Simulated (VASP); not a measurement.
Here is a VASP 6.6.1 calculation.

Contents of POSCAR:

```
H2CNO
1.0
    3.5140769341      0.0000000000     -0.0130223301
    0.0000000000      6.2392046042      0.0000000000
   -3.4326149884      0.0000000000      8.2946491663
H C N O
8 4 4 4
Direct
    0.7103305255      0.8328797294      0.9007961904
    0.2896694745      0.3328797294      0.5992038096
    0.2896694745      0.1671202706      0.0992038096
    0.7103305255      0.6671202706      0.4007961904
    0.9823325933      0.6195742424      0.1267233013
    0.0176674067      0.1195742424      0.3732766987
    0.0176674067      0.3804257576      0.8732766987
    0.9823325933      0.8804257576      0.6267233013
    0.1105191080      0.7815356825      0.1375188447
    0.8894808920      0.2815356825      0.3624811553
    0.8894808920      0.2184643175      0.8624811553
    0.1105191080      0.7184643175      0.6375188447
    0.9361984646      0.8967226124      0.0033914731
    0.0638015354      0.3967226124      0.4966085269
    0.0638015354      0.1032773876      0.9966085269
    0.9361984646      0.6032773876      0.5033914731
    0.3873796067      0.8500603104      0.2615116072
    0.6126203933      0.3500603104      0.2384883928
    0.6126203933      0.1499396896      0.7384883928
    0.3873796067      0.6499396896      0.7615116072
```

File INCAR.step1:

```
SYSTEM = H2CNO
PREC = Accurate ; ENCUT = 520
ISMEAR = 0 ; SIGMA = 0.02
LREAL = Auto ; LASPH = .True.
NELM = 100 ; NBANDS = 50
GGA = PE ; ALGO = Normal
EDIFF = 1E-4 ; LWAVE = .True.
LCHARG = .False.
```

INCAR.step2

```
SYSTEM = H2CNO
PREC = Accurate ; ENCUT = 520
EDIFF = 1E-6 ; ISMEAR = 0
SIGMA = 0.02 ; LREAL = Auto
LASPH = .True. ; NELM = 100
ALGO = Normal ; ISIF = 2
LWAVE = .False. ; LCHARG = .False.
METAGGA = R2SCAN ; LMIXTAU = .True.
NBANDS = 50 ; ISTART = 1
```

KPOINTS

```
Automatic mesh
0
Gamma
  6 4 4
  0 0 0
```

Potentials or basis: VASP PAW PBE potentials, release 64 (H, C, N, O).

Run with:

```console
$ cat potpaw_PBE.64/H/POTCAR potpaw_PBE.64/C/POTCAR potpaw_PBE.64/N/POTCAR potpaw_PBE.64/O/POTCAR > POTCAR
$ cp INCAR.step1 INCAR
$ mpirun -np 1 vasp_std > vasp.out
$ cp INCAR.step2 INCAR
$ mpirun -np 1 vasp_std > vasp.out
```

**Question.** Estimate the band gap on the k mesh.

**Answer.** 3.92 eV, direct.

**Question.** What does it give for the largest force?

**Answer.** 0.528 eV/Å.

Stress tensor (GPa, compression positive):
```
0.18 0.00 0.91
0.00 0.42 0.00
0.91 0.00 1.66
```

Caveat: the PAW data sets were made with another functional, which shifts forces and pressure a little. A k mesh can miss the band edges.
